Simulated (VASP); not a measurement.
Ge2Sb:

```
Ge Sb
1.0
     3.96731    0.00000    0.00000
    -1.98366    3.43579    0.00000
     0.00000    0.00000    5.05383
Ge Sb
2 1
Direct
  0.33333 0.66667 0.85636
  0.66667 0.33333 0.14364
  0.00000 0.00000 0.50000
```

* Program: VASP 6.6.1
* Task: relaxation of cell and atoms
* Functional: PBE
* Potentials or basis: VASP PAW PBE potentials, release 64 (Ge_d, Sb)
* Cutoff: 600 eV
* k mesh: 12 × 12 × 10
* Occupations: gaussian, width 0.1 eV
* Spin: no spin polarisation

At the start: pressure 0.1 GPa; volume 22.96 Å³/atom.

Task: Where does the relaxation end?

Result: Over 6 steps the energy falls by 3.3 meV/atom and the volume is 23.04 Å³/atom (+0.3 %); space group P-3m1 (No. 164, to 0.05 Å).

Step by step:
```csv
step,energy change (eV),largest force (eV/Å),pressure (GPa),volume (Å³)
1,0.0000,0.0224,0.08,68.89
2,-0.0040,0.0211,-0.01,69.00
3,-0.0096,0.0163,-0.18,69.29
4,-0.0097,0.0143,-0.17,69.33
5,-0.0098,0.0033,0.17,68.95
6,-0.0099,0.0084,0.03,69.11
```

Final structure:
```cif
data_structure
_symmetry_space_group_name_H-M 'P 1'
_symmetry_Int_Tables_number 1
_cell_length_a 4.0295
_cell_length_b 4.0295
_cell_length_c 4.9149
_cell_angle_alpha 90.000
_cell_angle_beta 90.000
_cell_angle_gamma 120.000
_cell_volume 69.11
loop_
_atom_site_label
_atom_site_type_symbol
_atom_site_fract_x
_atom_site_fract_y
_atom_site_fract_z
_atom_site_occupancy
Ge1 Ge 0.33333 0.66667 0.85532 1
Ge2 Ge 0.66667 0.33333 0.14468 1
Sb1 Sb 0.00000 0.00000 0.50000 1
```
